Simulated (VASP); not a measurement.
# PbS (Cm) in VASP: single point with r2SCAN

Aim: the single point of PbS with r2SCAN.

All numbers are computed with VASP 6.6.1; they aren't measurements. Logs are shortened: lines on timing, memory, paths and dates and some standing lists are left out, and cuts for length are marked.

### Step 1. The cell of the first run

The structure is monoclinic, space group Cm (No. 8). The conventional cell has a = 7.275 Å, b = 4.200 Å, c = 4.200 Å, α = 90.00°, β = 125.26°, γ = 90.00°. Pb (site symmetry m) has 6 S at 2.91 to 3.03 Å within 3.8 Å. Within 3.8 Å of S (site symmetry m) lie 6 Pb at 2.91 to 3.03 Å.

### Step 2. Single point, r2SCAN

Input file POSCAR:

```
PbS
1.0
    0.0000000000      2.9700000000      2.9700000000
    2.9700000000      0.0000000000      2.9700000000
    2.9700000000      2.9700000000      0.0000000000
Pb S
1 1
Direct
    0.0000000000      0.0000000000      0.0000000000
    0.5200000000      0.5000000000      0.4900000000
```

Input file INCAR.step1:

```
PREC = Accurate ; ENCUT = 550
ISMEAR = -1 ; SIGMA = 0.1
LREAL = False ; LASPH = True
NELM = 120 ; NBANDS = 17
GGA = PE ; ALGO = Normal
EDIFF = 1E-5 ; LWAVE = True
LCHARG = False ; GGA_COMPAT = False
```

Input file INCAR.step2:

```
PREC = Accurate ; ENCUT = 550
EDIFF = 1E-6 ; ISMEAR = -1
SIGMA = 0.1 ; LREAL = False
LASPH = True ; NELM = 120
ALGO = Normal ; ISIF = 2
LWAVE = False ; LCHARG = False
METAGGA = R2SCAN ; LMIXTAU = True
NBANDS = 17 ; ISTART = 1
GGA_COMPAT = False
```

Input file KPOINTS:

```
regular mesh
0
Gamma
  1 1 1
```

Potentials or basis: VASP PAW PBE potentials, release 64 (Pb_d, S).

Started as:

```sh
> cat potpaw_PBE.64/Pb_d/POTCAR potpaw_PBE.64/S/POTCAR > POTCAR
> cp INCAR.step1 INCAR
> mpirun -np 1 vasp_gam > vasp.out
> cp INCAR.step2 INCAR
> mpirun -np 1 vasp_gam > vasp.out
```

OUTCAR:

```text
PREC = Accurate
   ENCUT = 550
   EDIFF = 1E-6
   ISMEAR = -1
   LREAL = False
   LASPH = True
   NELM = 120
   ISIF = 2
   METAGGA = R2SCAN
   ISTART = 1

 ion  position               nearest neighbor table
   1  0.000  0.000  0.000-   2 2.91   2 2.94   2 2.94   2 3.00   2 3.00   2 3.03
   2  0.520  0.500  0.490-   1 2.91   1 2.94   1 2.94   1 3.00   1 3.00   1 3.03

  LATTYP: Found a face centered cubic cell.
 ALAT       =     5.9400000000

  Lattice vectors:

 A1 = (   0.0000000000,   2.9700000000,   2.9700000000)
 A2 = (   2.9700000000,   0.0000000000,   2.9700000000)
 A3 = (   2.9700000000,   2.9700000000,   0.0000000000)

Analysis of symmetry for initial positions (statically):
=====================================================================
 Subroutine PRICEL returns:
 Original cell was already a primitive cell.

 Routine SETGRP: Setting up the symmetry group for a
 face centered cubic supercell.

 Subroutine GETGRP returns: Found  2 space group operations
 (whereof  2 operations were pure point group operations)
 out of a pool of 48 trial point group operations.

The static configuration has the point symmetry C_1h.

Analysis of symmetry for dynamics (positions and initial velocities):
=====================================================================
 Subroutine PRICEL returns:
 Original cell was already a primitive cell.

 Routine SETGRP: Setting up the symmetry group for a
 face centered cubic supercell.

 Subroutine GETGRP returns: Found  2 space group operations
 (whereof  2 operations were pure point group operations)
 out of a pool of 48 trial point group operations.

The dynamic configuration has the point symmetry C_1h.

 Subroutine INISYM returns: Found  2 space group operations
 (whereof  2 operations are pure point group operations),
 and found     1 'primitive' translations

----------------------------------------------------------------------------------------

                                     Primitive cell

  volume of cell :      52.3961

  direct lattice vectors                    reciprocal lattice vectors
     0.000000000  2.970000000  2.970000000    -0.168350168  0.168350168  0.168350168
     2.970000000  0.000000000  2.970000000     0.168350168 -0.168350168  0.168350168
     2.970000000  2.970000000  0.000000000     0.168350168  0.168350168 -0.168350168

  length of vectors
     4.200214280  4.200214280  4.200214280     0.291591045  0.291591045  0.291591045

  position of ions in fractional coordinates (direct lattice)
     0.000000000  0.000000000  0.000000000
     0.520000000  0.500000000  0.490000000

  ion indices of the primitive-cell ions
   primitive index   ion index
                 1           1
                 2           2

----------------------------------------------------------------------------------------

 KPOINTS: regular mesh

Automatic generation of k-mesh.
 Grid dimensions read from file:
 generate k-points for:    1    1    1

 Generating k-lattice:

  Cartesian coordinates                     Fractional coordinates (reciprocal lattice)
    -0.168350168  0.168350168  0.168350168     1.000000000  0.000000000  0.000000000
     0.168350168 -0.168350168  0.168350168     0.000000000  1.000000000  0.000000000
     0.168350168  0.168350168 -0.168350168     0.000000000  0.000000000  1.000000000

  Length of vectors
     0.291591045  0.291591045  0.291591045

  Shift w.r.t. Gamma in fractional coordinates (k-lattice)
     0.000000000  0.000000000  0.000000000

 Subroutine IBZKPT returns following result:
 ===========================================

 Found      1 irreducible k-points:

 Following reciprocal coordinates:
            Coordinates               Weight
  0.000000  0.000000  0.000000      1.000000
   k-points           NKPTS =      1   k-points in BZ     NKDIM =      1   number of bands    NBANDS=     17
   number of dos      NEDOS =    301   number of ions     NIONS =      2
   total plane-waves  NPLWV =  32768
   dimension x,y,z NGX =    32 NGY =   32 NGZ =   32
   dimension x,y,z NGXF=    64 NGYF=   64 NGZF=   64
   ions per type =               1   1
   NGX,Y,Z   is equivalent  to a cutoff of  12.67, 12.67, 12.67 a.u.
   NGXF,Y,Z  is equivalent  to a cutoff of  25.33, 25.33, 25.33 a.u.
 SYSTEM =  unknown system
   PREC   = accura    normal or accurate (medium, high low for compatibility)
   ISTART =      1    job   : 0-new  1-cont  2-samecut
   ICHARG =      0    charge: 1-file 2-atom 10-const
   ISPIN  =      1    spin polarized calculation?
   LNONCOLLINEAR =      F non collinear calculations
   LSORBIT =      F    spin-orbit coupling
   LASPH  =      T    aspherical Exc in radial PAW
   ENCUT  =  550.0 eV  40.42 Ry    6.36 a.u.   8.03  8.03  8.03*2*pi/ulx,y,z
   NELM   =    120;   NELMIN=  2; NELMDL=  0     # of ELM steps
   EDIFF  = 0.1E-05   stopping-criterion for ELM
   LREAL  =      F    real-space projection
   EDIFFG = 0.1E-04   stopping-criterion for IOM
   NSW    =      0    number of steps for IOM
   IBRION =     -1    ionic relax: 0-MD 1-quasi-New 2-CG
   NFREE  =      0    steps in history (QN), initial steepest desc. (CG)
   ISIF   =      2    stress and relaxation
   ISYM   =      2    0-nonsym 1-usesym 2-fastsym
   POTIM  = 0.5000    time-step for ionic-motion
   TEBEG  =    0.0;   TEEND  =   0.0 temperature during run
   PSTRESS=    0.0 pullay stress
   NELECT =      20.0000    total number of electrons
   NUPDOWN=      -1.0000    fix difference up-down
   EMIN   =  10.00;   EMAX   =-10.00  energy-range for DOS
   EFERMI =   0.00;   METHOD = LEGACY
   ISMEAR =    -1;   SIGMA  =   0.10  broadening in eV -4-tet -1-fermi 0-gaus
   EFERMI_NEDOS =   21; number of points for ismear=-14 and -15
   IALGO  =     38    algorithm
   IMIX   =      4    mixing-type and parameters
     AMIX     =   0.40;   BMIX     =  1.00
     AMIX_MAG =   1.60;   BMIX_MAG =  1.00
  volume/ion in A,a.u.               =      26.20       176.79
  Fermi-wavevector in a.u.,A,eV,Ry     =   1.187549  2.244143 19.187940  1.410274
  Thomas-Fermi vector in A             =   2.323698
   LORBIT       =      0    0 simple, 1 ext, 2 COOP (PROOUT), +10 PAW based schemes
   METAGGA = R2SCAN    functional components
   LHFCALC =     F    Hartree Fock is set to
   AEXX    =    0.0000 exact exchange contribution
   IVDW    =     0    specifies the selected vdW correction
   LEPSILON=     F    determine dielectric tensor
   LRPA    =     F    only Hartree local field effects (RPA)
 non-spin polarized calculation
  energy-cutoff  :      550.00
  volume of cell :       52.40
 maximum number of plane-waves:       736
   NGX = 17   NGY = 17   NGZ = 17

 number of electron      19.9999999 magnetization

 Free energy of the ion-electron system (eV)
  ---------------------------------------------------
  ext. energy  EPLUGINS =         0.00000000
  ---------------------------------------------------
  free energy    TOTEN  =       -61.27423533 eV

  energy without entropy =      -61.27423533  energy(sigma->0) =      -61.27423533

 E-fermi :   6.8609     XC(G=0):  -9.9517

 val. band max:        4.3849636934   @ k =   0.0000   0.0000   0.0000
 cond. band min:      11.1548449351   @ k =   0.0000   0.0000   0.0000
 fundamental gap:      6.7698812417
 Fermi energy:         6.8609381030

 k-point     1 :       0.0000    0.0000    0.0000
  band No.  band energies     occupation
      1     -12.2991      2.00000
      2     -12.2975      2.00000
      3     -12.2973      2.00000
      4     -12.2504      2.00000
      5     -12.2493      2.00000
      6      -7.5991      2.00000
[... 9 lines left out ...]
     16      13.2435      0.00000
     17      14.7250      0.00000

------------------------ aborting loop because EDIFF is reached ----------------------------------------

  FORCE on cell =-STRESS in cart. coord.  units (eV):
  Direction    XX          YY          ZZ          XY          YZ          ZX
  --------------------------------------------------------------------------------------
  -------------------------------------------------------------------------------------
  Total        6.6926631      6.6926631      6.7324604      0.0077175     -0.0153246      0.0153246
  in kB      204.6492720    204.6492720    205.8662007      0.2359873     -0.4685985      0.4685984
  external PRESSURE =     205.0549149 kB  Pullay stress =       0.0000000 kB

 VOLUME and BASIS-vectors are now :
 -----------------------------------------------------------------------------
  energy-cutoff  :      550.00
  volume of cell :       52.40
      direct lattice vectors                 reciprocal lattice vectors
     0.000000000  2.970000000  2.970000000    -0.168350168  0.168350168  0.168350168
     2.970000000  0.000000000  2.970000000     0.168350168 -0.168350168  0.168350168
     2.970000000  2.970000000  0.000000000     0.168350168  0.168350168 -0.168350168

 POSITION                                       TOTAL-FORCE (eV/Angst)
 -----------------------------------------------------------------------------------
      0.00000      0.00000      0.00000        -0.207611      0.207611      0.416663
      2.94030      2.99970      3.02940         0.207611     -0.207611     -0.416663
 -----------------------------------------------------------------------------------
    total drift:                                0.000062     -0.000062     -0.000144

  FREE ENERGIE OF THE ION-ELECTRON SYSTEM (eV)
  ---------------------------------------------------
  free  energy   TOTEN  =       -61.2742353322 eV

  energy  without entropy=      -61.2742353319  energy(sigma->0) =      -61.27423533
```

Run time: 13 s. Hardware: 1 thread of AMD EPYC 9R45 (Zen 5), shared host; peak memory 0.14 GiB.

Results:

| Property | Result |
| --- | --- |
| Free energy | -61.2742 eV |
| Pressure | 20.5 GPa |
| Largest force | 0.510 eV/Å |
| Band gap on the k mesh | 6.77 eV |

Forces in eV/Å, atoms in the order of the input:
```
Pb  -0.208  0.208  0.417
S    0.208 -0.208 -0.417
```

Levels at points of the mesh, in eV from the valence-band top:
| k point | band 8 | band 9 | band 10 | band 11 | band 12 | band 13 |
| --- | --- | --- | --- | --- | --- | --- |
| (0.00, 0.00, 0.00) | -0.02 | -0.01 | 0.00 | 6.77 | 6.79 | 6.82 |

Caveat: the k points lie up to 1.83 Å⁻¹ apart; the PAW data sets were made with another functional, which shifts forces and pressure a little; spin-orbit coupling is left out, which moves the levels of the heavy elements. A k mesh can miss the band edges.
